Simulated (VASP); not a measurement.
# LiH (Fm-3m) in VASP: notebook

LiH is run at these levels: PBE; tasks: single point.

All numbers are computed with VASP 6.6.1; they aren't measurements. Logs are shortened: lines on timing, memory, paths and dates and some standing lists are left out, and cuts for length are marked.

## (1) The cell of the first run

It takes space group Fm-3m (No. 225, cubic). The conventional cell has a = 4.008 Å, b = 4.008 Å, c = 4.008 Å, α = 90.00°, β = 90.00°, γ = 90.00°. Within 2.7 Å of Li (site symmetry m-3m) lie 6 H at 2.00 Å. H (site symmetry m-3m) has 6 Li at 2.00 Å within 2.7 Å.

## (2) Single point, PBE (8.05 Å³/atom)

Input file INCAR:

```
PREC = Accurate ; ENCUT = 750
EDIFF = 1E-6 ; ISMEAR = 0
SIGMA = 0.05 ; LREAL = F
LASPH = T ; NELM = 120
ALGO = Normal ; ISIF = 2
LWAVE = F ; LCHARG = F
GGA = PE ; NBANDS = 9
GGA_COMPAT = F
```

Input file KPOINTS:

```
regular mesh
0
Gamma
  14 14 14
```

Input file POSCAR:

```
LiH
1.0
    0.0000000000      2.0042430360      2.0042430360
    2.0042430360      0.0000000000      2.0042430360
    2.0042430360      2.0042430360      0.0000000000
Li H
1 1
Direct
    0.0000000000      0.0000000000      0.0000000000
    0.5000000000      0.5000000000      0.5000000000
```

Potentials or basis: VASP PAW PBE potentials, release 64 (Li_sv, H).

Command:

```sh
> cat potpaw_PBE.64/Li_sv/POTCAR potpaw_PBE.64/H/POTCAR > POTCAR
> mpirun -np 1 vasp_std > vasp.out
```

OUTCAR:

```text
PREC = Accurate
   ENCUT = 750
   EDIFF = 1E-6
   ISMEAR = 0
   LREAL = F
   LASPH = T
   NELM = 120
   ISIF = 2
   GGA = PE

 ion  position               nearest neighbor table
   1  0.000  0.000  0.000-
   2  0.500  0.500  0.500-

  LATTYP: Found a face centered cubic cell.
 ALAT       =     4.0084860720

  Lattice vectors:

 A1 = (   0.0000000000,   2.0042430360,   2.0042430360)
 A2 = (   2.0042430360,   0.0000000000,   2.0042430360)
 A3 = (   2.0042430360,   2.0042430360,   0.0000000000)

Analysis of symmetry for initial positions (statically):
=====================================================================
 Subroutine PRICEL returns:
 Original cell was already a primitive cell.

 Routine SETGRP: Setting up the symmetry group for a
 face centered cubic supercell.

 Subroutine GETGRP returns: Found 48 space group operations
 (whereof 48 operations were pure point group operations)
 out of a pool of 48 trial point group operations.

The static configuration has the point symmetry O_h .

Analysis of symmetry for dynamics (positions and initial velocities):
=====================================================================
 Subroutine PRICEL returns:
 Original cell was already a primitive cell.

 Routine SETGRP: Setting up the symmetry group for a
 face centered cubic supercell.

 Subroutine GETGRP returns: Found 48 space group operations
 (whereof 48 operations were pure point group operations)
 out of a pool of 48 trial point group operations.

The dynamic configuration has the point symmetry O_h .

 Subroutine INISYM returns: Found 48 space group operations
 (whereof 48 operations are pure point group operations),
 and found     1 'primitive' translations

----------------------------------------------------------------------------------------

                                     Primitive cell

  volume of cell :      16.1020

  direct lattice vectors                    reciprocal lattice vectors
     0.000000000  2.004243036  2.004243036    -0.249470743  0.249470743  0.249470743
     2.004243036  0.000000000  2.004243036     0.249470743 -0.249470743  0.249470743
     2.004243036  2.004243036  0.000000000     0.249470743  0.249470743 -0.249470743

  length of vectors
     2.834427684  2.834427684  2.834427684     0.432096002  0.432096002  0.432096002

  position of ions in fractional coordinates (direct lattice)
     0.000000000  0.000000000  0.000000000
     0.500000000  0.500000000  0.500000000

  ion indices of the primitive-cell ions
   primitive index   ion index
                 1           1
                 2           2

----------------------------------------------------------------------------------------

 KPOINTS: regular mesh

Automatic generation of k-mesh.
 Grid dimensions read from file:
 generate k-points for:   14   14   14

 Generating k-lattice:

  Cartesian coordinates                     Fractional coordinates (reciprocal lattice)
    -0.017819339  0.017819339  0.017819339     0.071428571  0.000000000  0.000000000
     0.017819339 -0.017819339  0.017819339     0.000000000  0.071428571  0.000000000
     0.017819339  0.017819339 -0.017819339     0.000000000  0.000000000  0.071428571

  Length of vectors
     0.030864000  0.030864000  0.030864000

  Shift w.r.t. Gamma in fractional coordinates (k-lattice)
     0.000000000  0.000000000  0.000000000

 Subroutine IBZKPT returns following result:
 ===========================================

 Found    104 irreducible k-points:

 Following reciprocal coordinates:
            Coordinates               Weight
  0.000000  0.000000  0.000000      1.000000
  0.071429  0.000000  0.000000      8.000000
  0.142857  0.000000  0.000000      8.000000
  0.214286  0.000000  0.000000      8.000000
  0.285714  0.000000  0.000000      8.000000
  0.357143  0.000000  0.000000      8.000000
[... 16 lines left out ...]
  0.214286  0.142857  0.000000     24.000000
  0.285714  0.142857  0.000000     24.000000
 [... further k-points ...]
   k-points           NKPTS =    104   k-points in BZ     NKDIM =    104   number of bands    NBANDS=      9
   number of dos      NEDOS =    301   number of ions     NIONS =      2
   total plane-waves  NPLWV =  21952
   dimension x,y,z NGX =    28 NGY =   28 NGZ =   28
   dimension x,y,z NGXF=    56 NGYF=   56 NGZF=   56
   ions per type =               1   1
   NGX,Y,Z   is equivalent  to a cutoff of  16.42, 16.42, 16.42 a.u.
   NGXF,Y,Z  is equivalent  to a cutoff of  32.85, 32.85, 32.85 a.u.
 SYSTEM =  unknown system
   PREC   = accura    normal or accurate (medium, high low for compatibility)
   ISTART =      0    job   : 0-new  1-cont  2-samecut
   ICHARG =      2    charge: 1-file 2-atom 10-const
   ISPIN  =      1    spin polarized calculation?
   LNONCOLLINEAR =      F non collinear calculations
   LSORBIT =      F    spin-orbit coupling
   LASPH  =      T    aspherical Exc in radial PAW
   ENCUT  =  750.0 eV  55.12 Ry    7.42 a.u.   6.33  6.33  6.33*2*pi/ulx,y,z
   NELM   =    120;   NELMIN=  2; NELMDL= -5     # of ELM steps
   EDIFF  = 0.1E-05   stopping-criterion for ELM
   LREAL  =      F    real-space projection
   EDIFFG = 0.1E-04   stopping-criterion for IOM
   NSW    =      0    number of steps for IOM
   IBRION =     -1    ionic relax: 0-MD 1-quasi-New 2-CG
   NFREE  =      0    steps in history (QN), initial steepest desc. (CG)
   ISIF   =      2    stress and relaxation
   ISYM   =      2    0-nonsym 1-usesym 2-fastsym
   POTIM  = 0.5000    time-step for ionic-motion
   TEBEG  =    0.0;   TEEND  =   0.0 temperature during run
   PSTRESS=    0.0 pullay stress
   NELECT =       4.0000    total number of electrons
   NUPDOWN=      -1.0000    fix difference up-down
   EMIN   =  10.00;   EMAX   =-10.00  energy-range for DOS
   EFERMI =   0.00;   METHOD = LEGACY
   ISMEAR =     0;   SIGMA  =   0.05  broadening in eV -4-tet -1-fermi 0-gaus
   EFERMI_NEDOS =   21; number of points for ismear=-14 and -15
   IALGO  =     38    algorithm
   IMIX   =      4    mixing-type and parameters
     AMIX     =   0.40;   BMIX     =  1.00
     AMIX_MAG =   1.60;   BMIX_MAG =  1.00
  volume/ion in A,a.u.               =       8.05        54.33
  Fermi-wavevector in a.u.,A,eV,Ry     =   1.029124  1.944763 14.409884  1.059097
  Thomas-Fermi vector in A             =   2.163156
   LORBIT       =      0    0 simple, 1 ext, 2 COOP (PROOUT), +10 PAW based schemes
   GGA     = PE    functional components
   LHFCALC =     F    Hartree Fock is set to
   AEXX    =    0.0000 exact exchange contribution
   IVDW    =     0    specifies the selected vdW correction
   LEPSILON=     F    determine dielectric tensor
   LRPA    =     F    only Hartree local field effects (RPA)
 non-spin polarized calculation
 Gauss-broadening in eV      SIGMA  =   0.05
  energy-cutoff  :      750.00
  volume of cell :       16.10
 maximum number of plane-waves:       763
 NGX is ok and might be reduce to    28
   NGX = 13   NGY = 13   NGZ = 13

 number of electron       4.0000001 magnetization

 Free energy of the ion-electron system (eV)
  ---------------------------------------------------
  ext. energy  EPLUGINS =         0.00000000
  ---------------------------------------------------
  free energy    TOTEN  =        -6.12689232 eV

  energy without entropy =       -6.12689232  energy(sigma->0) =       -6.12689232

 E-fermi :   0.3386     XC(G=0):  -8.5130

 val. band max:        0.0875859186   @ k =   0.5000   0.5000   0.0000
 cond. band min:       3.0689823392   @ k =   0.5000   0.5000   0.0000
 fundamental gap:      2.9813964206
 Fermi energy:         0.3385745071

 k-point     1 :       0.0000    0.0000    0.0000
  band No.  band energies     occupation
      1     -44.1925      2.00000
      2      -5.3526      2.00000
      3      16.1679      0.00000
      4      17.9808      0.00000
      5      17.9808      0.00000
      6      17.9808      0.00000
      7      22.6962      0.00000
      8      22.6962      0.00000
      9      22.6962      0.00000

 k-point     2 :       0.0714    0.0000    0.0000
  band No.  band energies     occupation
      1     -44.1902      2.00000
      2      -5.2618      2.00000
      3      15.4108      0.00000
      4      17.3720      0.00000
      5      17.7629      0.00000
      6      17.7629      0.00000
      7      22.1326      0.00000
      8      23.1557      0.00000
      9      23.1557      0.00000

 k-point     3 :       0.1429    0.0000    0.0000
  band No.  band energies     occupation
      1     -44.1838      2.00000
      2      -4.9935      2.00000
      3      13.3743      0.00000
      4      16.4163      0.00000
      5      17.3115      0.00000
      6      17.3115      0.00000
      7      22.3647      0.00000
      8      24.0455      0.00000
      9      24.0455      0.00000

 k-point     4 :       0.2143    0.0000    0.0000
  band No.  band energies     occupation
      1     -44.1745      2.00000
      2      -4.5584      2.00000
      3      10.9700      0.00000
      4      15.5455      0.00000
      5      16.8910      0.00000
      6      16.8910      0.00000
      7      23.0184      0.00000
      8      23.0184      0.00000
      9      23.1583      0.00000
[... 205 lines left out ...]
 k-point    22 :       0.1429    0.1429    0.0000
  band No.  band energies     occupation
      1     -44.1810      2.00000
      2      -4.8627      2.00000
      3      13.9250      0.00000
      4      15.3302      0.00000
      5      15.3302      0.00000
      6      18.7811      0.00000
      7      18.8119      0.00000
      8      24.6437      0.00000
      9      26.5421      0.00000

 k-point    23 :       0.2143    0.1429    0.0000
  band No.  band energies     occupation
      1     -44.1741      2.00000
      2      -4.5268      2.00000
      3      12.3584      0.00000
      4      14.3106      0.00000
      5      14.6158      0.00000
      6      18.3556      0.00000
      7      18.9402      0.00000
      8      24.3531      0.00000
      9      27.3868      0.00000

 k-point    24 :       0.2857    0.1429    0.0000
  band No.  band energies     occupation
      1     -44.1651      2.00000
      2      -4.0277      2.00000
      3      10.1836      0.00000
      4      13.2604      0.00000
      5      14.1460      0.00000
      6      17.7715      0.00000
      7      20.1478      0.00000
      8      23.8797      0.00000
      9      26.1656      0.00000

 [... further k-points ...]
[... 5 lines left out ...]
  --------------------------------------------------------------------------------------
  -------------------------------------------------------------------------------------
  Total       -0.0238859     -0.0238859     -0.0238859      0.0000000      0.0000000     -0.0000000
  in kB       -2.3766846     -2.3766846     -2.3766846      0.0000000      0.0000000     -0.0000000
  external PRESSURE =      -2.3766846 kB  Pullay stress =       0.0000000 kB

 VOLUME and BASIS-vectors are now :
 -----------------------------------------------------------------------------
  energy-cutoff  :      750.00
  volume of cell :       16.10
      direct lattice vectors                 reciprocal lattice vectors
     0.000000000  2.004243036  2.004243036    -0.249470743  0.249470743  0.249470743
     2.004243036  0.000000000  2.004243036     0.249470743 -0.249470743  0.249470743
     2.004243036  2.004243036  0.000000000     0.249470743  0.249470743 -0.249470743

 POSITION                                       TOTAL-FORCE (eV/Angst)
 -----------------------------------------------------------------------------------
      0.00000      0.00000      0.00000        -0.000000      0.000000      0.000000
      2.00424      2.00424      2.00424         0.000000      0.000000     -0.000000
 -----------------------------------------------------------------------------------
    total drift:                                0.000000      0.000000      0.000000

  FREE ENERGIE OF THE ION-ELECTRON SYSTEM (eV)
  ---------------------------------------------------
  free  energy   TOTEN  =        -6.1268923224 eV

  energy  without entropy=       -6.1268923224  energy(sigma->0) =       -6.12689232
```

Run time: 44 s. Hardware: 1 thread of Intel Xeon 8259CL, shared host; peak memory 0.16 GiB.

Results:

```
Free energy            : -6.1269 eV
Pressure               : -0.2 GPa
Band gap on the k mesh : 2.98 eV
```

A k mesh can miss the band edges. A hybrid or GW would open this gap; PBE tends to underestimate it.

## (3) Single point, PBE

This run uses another cell than the first one, of 8.48 Å³/atom.

Input file INCAR:

```
PREC     = Accurate       # precision mode
ENCUT    = 750            # plane-wave cutoff, eV
EDIFF    = 1E-6           # SCF threshold, eV
ISMEAR   = 0              # smearing method
SIGMA    = 0.05           # smearing width, eV
LREAL    = False          # projectors in reciprocal space
LASPH    = True           # aspherical terms in the spheres
NELM     = 120            # most SCF steps
ALGO     = Normal         # electronic algorithm
ISIF     = 2              # what is computed and relaxed
LWAVE    = False          # write WAVECAR
LCHARG   = False          # write CHGCAR
GGA      = PE             # functional
NBANDS   = 9              # bands
GGA_COMPAT= False
```

Input file KPOINTS:

```
Automatic mesh
0
Gamma
  14 14 14
```

Input file POSCAR:

```
LiH
1.0
    0.0000000000      2.0392525413      2.0392525413
    2.0392525413      0.0000000000      2.0392525413
    2.0392525413      2.0392525413      0.0000000000
Li H
1 1
Direct
    0.0000000000      0.0000000000      0.0000000000
    0.5000000000      0.5000000000      0.5000000000
```

Potentials or basis: VASP PAW PBE potentials, release 64 (Li_sv, H).

Command:

```sh
> cat potpaw_PBE.64/Li_sv/POTCAR potpaw_PBE.64/H/POTCAR > POTCAR
> mpirun -np 1 vasp_std > vasp.out
```

Run time: 37 s. Hardware: 1 thread of Intel Xeon 8259CL, shared host; peak memory 0.16 GiB.

The run converged. Its results:

* Free energy: -6.1216 eV
* Pressure: -1.9 GPa
* Band gap on the k mesh: 3.02 eV

Levels at points of the mesh, in eV from the valence-band top:
```tsv
k point	band 1	band 2	band 3	band 4	band 5	band 6	band 7
(0.00, 0.00, 0.00)	-44.33	-5.24	15.42	17.37	17.37	17.37	21.99
(0.50, 0.00, 0.00)	-44.30	-2.48	4.79	13.22	16.04	16.04	18.57
(0.50, 0.50, 0.00)	-44.28	0.00	3.02	10.57	10.57	13.67	16.53
```
